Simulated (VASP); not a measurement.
# HgPt (P4/mmm) in VASP: further runs

The runs below take HgPt through electric field gradients, with LDA.

All numbers are computed with VASP 6.6.1; they aren't measurements. Logs are shortened: lines on timing, memory, paths and dates and some standing lists are left out, and cuts for length are marked.

### Step 1. The cell of the first run

It takes space group P4/mmm (No. 123, tetragonal). Conventional cell: a = 2.971 Å, b = 2.971 Å, c = 3.825 Å, α = 90.00°, β = 90.00°, γ = 90.00°. Within 3.9 Å of Hg (site symmetry 4/mmm) lie 8 Pt at 2.84 Å and 6 Hg at 2.97 to 3.83 Å. Pt (site symmetry 4/mmm) has 8 Hg at 2.84 Å and 6 Pt at 2.97 to 3.83 Å within 3.9 Å.

### Step 2. Electric field gradients, LDA

The input, INCAR:

```
SYSTEM = HgPt
PREC = Accurate
ENCUT = 520
EDIFF = 1E-8
ISMEAR = -1
SIGMA = 0.05
LREAL = .False.
LASPH = .True.
NELM = 100
ALGO = Normal
ISIF = 2
LWAVE = .False.
LCHARG = .False.
LEFG = .True.
NBANDS = 18
```

The input, KPOINTS:

```
regular mesh
0
Gamma
  10 10 8
  0 0 0
```

The input, POSCAR:

```
HgPt
1.0
    2.9710000000      0.0000000000      0.0000000000
    0.0000000000      2.9710000000      0.0000000000
    0.0000000000      0.0000000000      3.8250000000
Hg Pt
1 1
Direct
    0.0000000000      0.0000000000      0.0000000000
    0.5000000000      0.5000000000      0.5000000000
```

Potentials or basis: VASP PAW LDA potentials, release 64 (Hg, Pt).

Run with:

```bash
cat potpaw_LDA.64/Hg/POTCAR potpaw_LDA.64/Pt/POTCAR > POTCAR
mpirun -np 1 vasp_std > vasp.out
```

OUTCAR:

```text
SYSTEM = HgPt
   PREC = Accurate
   ENCUT = 520
   EDIFF = 1E-8
   ISMEAR = -1
   LREAL = .False.
   LASPH = .True.
   NELM = 100
   ISIF = 2

 ion  position               nearest neighbor table
   1  0.000  0.000  0.000-   2 2.84   2 2.84   2 2.84   2 2.84   2 2.84   2 2.84   2 2.84   2 2.84

   2  0.500  0.500  0.500-   1 2.84   1 2.84   1 2.84   1 2.84   1 2.84   1 2.84   1 2.84   1 2.84

  LATTYP: Found a simple tetragonal cell.
 ALAT       =     2.9710000000
 C/A-ratio  =     1.2874453046

  Lattice vectors:

 A1 = (   2.9710000000,   0.0000000000,   0.0000000000)
 A2 = (   0.0000000000,   2.9710000000,   0.0000000000)
 A3 = (   0.0000000000,   0.0000000000,   3.8250000000)

Analysis of symmetry for initial positions (statically):
=====================================================================
 Subroutine PRICEL returns:
 Original cell was already a primitive cell.

 Routine SETGRP: Setting up the symmetry group for a
 simple tetragonal supercell.

 Subroutine GETGRP returns: Found 16 space group operations
 (whereof 16 operations were pure point group operations)
 out of a pool of 16 trial point group operations.

The static configuration has the point symmetry D_4h.

Analysis of symmetry for dynamics (positions and initial velocities):
=====================================================================
 Subroutine PRICEL returns:
 Original cell was already a primitive cell.

 Routine SETGRP: Setting up the symmetry group for a
 simple tetragonal supercell.

 Subroutine GETGRP returns: Found 16 space group operations
 (whereof 16 operations were pure point group operations)
 out of a pool of 16 trial point group operations.

The dynamic configuration has the point symmetry D_4h.

 Subroutine INISYM returns: Found 16 space group operations
 (whereof 16 operations are pure point group operations),
 and found     1 'primitive' translations

----------------------------------------------------------------------------------------

                                     Primitive cell

  volume of cell :      33.7627

  direct lattice vectors                    reciprocal lattice vectors
     2.971000000  0.000000000  0.000000000     0.336587008  0.000000000  0.000000000
     0.000000000  2.971000000  0.000000000     0.000000000  0.336587008  0.000000000
     0.000000000  0.000000000  3.825000000     0.000000000  0.000000000  0.261437908

  length of vectors
     2.971000000  2.971000000  3.825000000     0.336587008  0.336587008  0.261437908

  position of ions in fractional coordinates (direct lattice)
     0.000000000  0.000000000  0.000000000
     0.500000000  0.500000000  0.500000000

  ion indices of the primitive-cell ions
   primitive index   ion index
                 1           1
                 2           2

----------------------------------------------------------------------------------------

 KPOINTS: regular mesh

Automatic generation of k-mesh.
 Grid dimensions read from file:
 generate k-points for:   10   10    8

 Generating k-lattice:

  Cartesian coordinates                     Fractional coordinates (reciprocal lattice)
     0.033658701  0.000000000  0.000000000     0.100000000  0.000000000  0.000000000
     0.000000000  0.033658701  0.000000000     0.000000000  0.100000000  0.000000000
     0.000000000  0.000000000  0.032679739     0.000000000  0.000000000  0.125000000

  Length of vectors
     0.033658701  0.033658701  0.032679739

  Shift w.r.t. Gamma in fractional coordinates (k-lattice)
     0.000000000  0.000000000  0.000000000

 Subroutine IBZKPT returns following result:
 ===========================================

 Found    105 irreducible k-points:

 Following reciprocal coordinates:
            Coordinates               Weight
  0.000000  0.000000  0.000000      1.000000
  0.100000  0.000000  0.000000      4.000000
  0.200000  0.000000  0.000000      4.000000
  0.300000  0.000000  0.000000      4.000000
  0.400000  0.000000  0.000000      4.000000
  0.500000  0.000000  0.000000      2.000000
[... 16 lines left out ...]
  0.100000  0.000000  0.125000      8.000000
  0.200000  0.000000  0.125000      8.000000
 [... further k-points ...]
   k-points           NKPTS =    105   k-points in BZ     NKDIM =    105   number of bands    NBANDS=     18
   number of dos      NEDOS =    301   number of ions     NIONS =      2
   total plane-waves  NPLWV =  16128
   dimension x,y,z NGX =    24 NGY =   24 NGZ =   28
   dimension x,y,z NGXF=    48 NGYF=   48 NGZF=   56
   ions per type =               1   1
   NGX,Y,Z   is equivalent  to a cutoff of  13.43, 13.43, 12.17 a.u.
   NGXF,Y,Z  is equivalent  to a cutoff of  26.86, 26.86, 24.34 a.u.
 SYSTEM =  HgPt
   PREC   = accura    normal or accurate (medium, high low for compatibility)
   ISTART =      0    job   : 0-new  1-cont  2-samecut
   ICHARG =      2    charge: 1-file 2-atom 10-const
   ISPIN  =      1    spin polarized calculation?
   LNONCOLLINEAR =      F non collinear calculations
   LSORBIT =      F    spin-orbit coupling
   LASPH  =      T    aspherical Exc in radial PAW
   ENCUT  =  520.0 eV  38.22 Ry    6.18 a.u.   5.52  5.52  7.11*2*pi/ulx,y,z
   NELM   =    100;   NELMIN=  2; NELMDL= -5     # of ELM steps
   EDIFF  = 0.1E-07   stopping-criterion for ELM
   LREAL  =      F    real-space projection
   EDIFFG = 0.1E-06   stopping-criterion for IOM
   NSW    =      0    number of steps for IOM
   IBRION =     -1    ionic relax: 0-MD 1-quasi-New 2-CG
   NFREE  =      0    steps in history (QN), initial steepest desc. (CG)
   ISIF   =      2    stress and relaxation
   ISYM   =      2    0-nonsym 1-usesym 2-fastsym
   POTIM  = 0.5000    time-step for ionic-motion
   TEBEG  =    0.0;   TEEND  =   0.0 temperature during run
   PSTRESS=    0.0 pullay stress
   NELECT =      22.0000    total number of electrons
   NUPDOWN=      -1.0000    fix difference up-down
   EMIN   =  10.00;   EMAX   =-10.00  energy-range for DOS
   EFERMI =   0.00;   METHOD = LEGACY
   ISMEAR =    -1;   SIGMA  =   0.05  broadening in eV -4-tet -1-fermi 0-gaus
   EFERMI_NEDOS =   21; number of points for ismear=-14 and -15
   IALGO  =     38    algorithm
   IMIX   =      4    mixing-type and parameters
     AMIX     =   0.40;   BMIX     =  1.00
     AMIX_MAG =   1.60;   BMIX_MAG =  1.00
  volume/ion in A,a.u.               =      16.88       113.92
  Fermi-wavevector in a.u.,A,eV,Ry     =   1.419287  2.682063 27.407233  2.014375
  Thomas-Fermi vector in A             =   2.540323
   LORBIT       =      0    0 simple, 1 ext, 2 COOP (PROOUT), +10 PAW based schemes
   GGA     = CA    functional components
   LHFCALC =     F    Hartree Fock is set to
   AEXX    =    0.0000 exact exchange contribution
   IVDW    =     0    specifies the selected vdW correction
   LEPSILON=     F    determine dielectric tensor
   LRPA    =     F    only Hartree local field effects (RPA)
 non-spin polarized calculation
  energy-cutoff  :      520.00
  volume of cell :       33.76
 maximum number of plane-waves:       942
 NGX is ok and might be reduce to    24
   NGX = 11   NGY = 11   NGZ = 15

 number of electron      21.9999995 magnetization

 Free energy of the ion-electron system (eV)
  ---------------------------------------------------
  ext. energy  EPLUGINS =         0.00000000
  ---------------------------------------------------
  free energy    TOTEN  =        -8.53633123 eV

  energy without entropy =       -8.53327775  energy(sigma->0) =       -8.53480449

 E-fermi :   7.3665     XC(G=0): -13.0351

 val. band max:        7.3543403314   @ k =   0.3000   0.2000   0.5000
 cond. band min:       7.3955915721   @ k =   0.1000   0.1000   0.2500
 fundamental gap:      0.0412512407
 Fermi energy:         7.3665467952

 k-point     1 :       0.0000    0.0000    0.0000
  band No.  band energies     occupation
      1      -3.3463      2.00000
      2      -1.4778      2.00000
      3      -1.2834      2.00000
      4       0.2428      2.00000
      5       0.2428      2.00000
      6       0.8987      2.00000
[... 10 lines left out ...]
     17      23.2163      0.00000
     18      25.3285      0.00000

 k-point     2 :       0.1000    0.0000    0.0000
  band No.  band energies     occupation
      1      -3.1257      2.00000
      2      -1.3837      2.00000
      3      -1.1752      2.00000
      4       0.1665      2.00000
      5       0.2800      2.00000
      6       0.8288      2.00000
[... 10 lines left out ...]
     17      23.6353      0.00000
     18      24.5048      0.00000

 k-point     3 :       0.2000    0.0000    0.0000
  band No.  band energies     occupation
      1      -2.5096      2.00000
      2      -1.1690      2.00000
      3      -0.8148      2.00000
      4      -0.0275      2.00000
      5       0.3807      2.00000
      6       0.6503      2.00000
[... 10 lines left out ...]
     17      22.7657      0.00000
     18      24.1929      0.00000

 k-point     4 :       0.3000    0.0000    0.0000
  band No.  band energies     occupation
      1      -1.7115      2.00000
      2      -0.8334      2.00000
      3      -0.2570      2.00000
      4      -0.2238      2.00000
      5       0.4385      2.00000
      6       0.5122      2.00000
[... 10 lines left out ...]
     17      22.1082      0.00000
     18      23.7166      0.00000

 k-point     5 :       0.4000    0.0000    0.0000
  band No.  band energies     occupation
      1      -1.2136      2.00000
      2      -0.4349      2.00000
      3      -0.3659      2.00000
      4       0.2738      2.00000
      5       0.6253      2.00000
      6       0.6434      2.00000
[... 10 lines left out ...]
     17      21.3983      0.00000
     18      23.0246      0.00000

 k-point     6 :       0.5000    0.0000    0.0000
  band No.  band energies     occupation
      1      -1.0839      2.00000
      2      -0.5011      2.00000
      3      -0.1567      2.00000
      4       0.2123      2.00000
      5       0.6702      2.00000
      6       1.3028      2.00000
[... 307 lines left out ...]
 k-point    21 :       0.5000    0.5000    0.0000
  band No.  band energies     occupation
      1      -1.7513      2.00000
      2      -1.0649      2.00000
      3      -1.0649      2.00000
      4      -0.7561      2.00000
      5       1.7121      2.00000
      6       3.5158      2.00000
[... 10 lines left out ...]
     17      17.5108      0.00000
     18      18.6707      0.00000

 k-point    22 :       0.0000    0.0000    0.1250
  band No.  band energies     occupation
      1      -3.1502      2.00000
      2      -1.4432      2.00000
      3      -1.1978      2.00000
      4       0.2728      2.00000
      5       0.2728      2.00000
      6       0.9107      2.00000
[... 10 lines left out ...]
     17      23.0149      0.00000
     18      25.2689      0.00000

 k-point    23 :       0.1000    0.0000    0.1250
  band No.  band energies     occupation
      1      -2.9381      2.00000
      2      -1.3499      2.00000
      3      -1.0933      2.00000
      4       0.1934      2.00000
      5       0.2979      2.00000
      6       0.8395      2.00000
[... 10 lines left out ...]
     17      23.5605      0.00000
     18      23.6627      0.00000

 k-point    24 :       0.2000    0.0000    0.1250
  band No.  band energies     occupation
      1      -2.3633      2.00000
      2      -1.1321      2.00000
      3      -0.7462      2.00000
      4       0.0068      2.00000
      5       0.3577      2.00000
      6       0.6653      2.00000
[... 10 lines left out ...]
     17      23.1300      0.00000
     18      23.7274      0.00000

 [... further k-points ...]

------------------------ aborting loop because EDIFF is reached ----------------------------------------

  FORCE on cell =-STRESS in cart. coord.  units (eV):
  Direction    XX          YY          ZZ          XY          YZ          ZX
  --------------------------------------------------------------------------------------
  -------------------------------------------------------------------------------------
  Total        0.0438956      0.0438956      0.1880291      0.0000000      0.0000000      0.0000000
  in kB        2.0830254      2.0830254      8.9227518      0.0000000      0.0000000      0.0000000
  external PRESSURE =       4.3629342 kB  Pullay stress =       0.0000000 kB

 VOLUME and BASIS-vectors are now :
 -----------------------------------------------------------------------------
  energy-cutoff  :      520.00
  volume of cell :       33.76
      direct lattice vectors                 reciprocal lattice vectors
     2.971000000  0.000000000  0.000000000     0.336587008  0.000000000  0.000000000
     0.000000000  2.971000000  0.000000000     0.000000000  0.336587008  0.000000000
     0.000000000  0.000000000  3.825000000     0.000000000  0.000000000  0.261437908

 POSITION                                       TOTAL-FORCE (eV/Angst)
 -----------------------------------------------------------------------------------
      0.00000      0.00000      0.00000         0.000000      0.000000      0.000000
      1.48550      1.48550      1.91250         0.000000      0.000000      0.000000
 -----------------------------------------------------------------------------------
    total drift:                                0.000000      0.000000     -0.000000

  FREE ENERGIE OF THE ION-ELECTRON SYSTEM (eV)
  ---------------------------------------------------
  free  energy   TOTEN  =        -8.5363312324 eV

  energy  without entropy=       -8.5332777461  energy(sigma->0) =       -8.53480449

 Electric field gradients (V/A^2)
---------------------------------------------------------------------
 ion       V_xx      V_yy      V_zz      V_xy      V_xz      V_yz
---------------------------------------------------------------------
   1      50.057    50.057  -100.113    -0.000    -0.000    -0.000
   2     -50.110   -50.110   100.220     0.000    -0.000     0.000
---------------------------------------------------------------------

 Electric field gradients after diagonalization (V/A^2)
 (convention: |V_zz| > |V_xx| > |V_yy|)
----------------------------------------------------------------------
 ion       V_xx      V_yy      V_zz     asymmetry (V_yy - V_xx)/ V_zz
----------------------------------------------------------------------
   1      50.057    50.057  -100.113       0.000
   2     -50.110   -50.110   100.220       0.000
----------------------------------------------------------------------

           NMR quadrupolar parameters

 Cq : quadrupolar parameter    Cq=e*Q*V_zz/h
 eta: asymmetry parameters     (V_yy - V_xx)/ V_zz
 Q  : nuclear electric quadrupole moment in mb (millibarn)
----------------------------------------------------------------------
 ion       Cq(MHz)       eta       Q (mb)
----------------------------------------------------------------------
   1      -0.242       0.000       1.000
   2       0.242       0.000       1.000
----------------------------------------------------------------------
```

Run time: 95 s. Hardware: 1 thread of Oxide Virtual Turin-like, shared host; peak memory 0.15 GiB.

What came out:

- Free energy: -8.5363 eV
- Pressure: 0.4 GPa
- Band gap on the k mesh: zero (bands 11 and 12 overlap by 3.92 eV)
- Largest electric field gradient by atom: Hg -100.1; Pt +100.2 V/Å²

Electric field gradients, principal values (V/Å²):
```tsv
atom	least	middle	greatest (by size)
1 Hg	50.057	50.057	-100.113
2 Pt	-50.110	-50.110	100.220
```

Caveat: without QUAD_EFG the Cq values of the log hold for a quadrupole moment of 1 mb, not for the nuclei; spin-orbit coupling is left out, which moves the levels of the heavy elements.

(Continued in part 2 of 2.)

The gap in the log of VASP goes by the Fermi energy; the results here count the filled bands.